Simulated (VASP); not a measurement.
A run of VASP 6.6.1 is set up as follows.

POSCAR

```
Zn
1.0
   10.0000000000      0.0000000000      0.0000000000
    0.0000000000     10.5000000000      0.0000000000
    0.0000000000      0.0000000000     11.0000000000
Zn
1
Direct
    0.5000000000      0.5000000000      0.5000000000
```

The input INCAR.step1:

```
SYSTEM = Zn
PREC = Accurate ; ENCUT = 610
ISMEAR = -1 ; SIGMA = 0.01
LREAL = .False. ; LASPH = .True.
NELM = 300 ; NBANDS = 12
GGA = PE ; ALGO = All
EDIFF = 1E-5 ; LWAVE = .True.
LCHARG = .False. ; GGA_COMPAT = .False.
ISEARCH = 1
```

Contents of INCAR.step2:

```
SYSTEM = Zn
PREC = Accurate ; ENCUT = 610
EDIFF = 1E-6 ; ISMEAR = -1
SIGMA = 0.01 ; LREAL = .False.
LASPH = .True. ; NELM = 300
ALGO = All ; ISIF = 2
LWAVE = .False. ; LCHARG = .False.
METAGGA = R2SCAN ; LMIXTAU = .True.
NBANDS = 12 ; ISTART = 1
GGA_COMPAT = .False. ; ISEARCH = 1
```

File KPOINTS:

```
Automatic mesh
0
Gamma
  1 1 1
  0 0 0
```

Potentials or basis: VASP PAW PBE potentials, release 64 (Zn).

Run with:

```console
$ cat potpaw_PBE.64/Zn/POTCAR > POTCAR
$ cp INCAR.step1 INCAR
$ mpirun -np 4 vasp_gam > vasp.out
$ cp INCAR.step2 INCAR
$ mpirun -np 4 vasp_gam > vasp.out
```

(1) Estimate the pressure.

Results:

(1) 0.0 GPa.

Caveat: the nearest neighbours stand farther apart than a usual bond; the PAW data sets were made with another functional, which shifts forces and pressure a little.
